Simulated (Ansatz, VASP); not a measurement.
C in VASP and in Ansatz

```
C
1.0
     0.00000    1.78337    1.78337
     1.78337    0.00000    1.78337
     1.78337    1.78337    0.00000
C
2
Cartesian
  1.7834 1.7834 1.7834
  2.6751 2.6751 2.6751
```

Alike in both runs: task relaxation of cell and atoms; functional PBE; dispersion D3(BJ); k mesh 10 × 10 × 10; no spin polarisation.

|  | VASP | Ansatz |
| --- | --- | --- |
| version | VASP 6.6.1 | Ansatz 0.2.0 |
| potentials or method | VASP PAW PBE potentials, release 64 (C) | plane waves, PAW |
| plane-wave cutoff (eV) | 600 | 420 |
| occupations | gaussian, width 0.01 eV | fixed |
| valence electrons in the cell | 8 | 8 |

|  | VASP | Ansatz | Ansatz less VASP |
| --- | --- | --- | --- |
| relaxed volume (Å³/atom) | 5.63 | 5.63 | 0.000 |
| relaxed cell length with the largest relative difference (Å) | 2.515 | 2.515 | 0.0000 |

Ansatz's warnings: stress scf threshold loose.
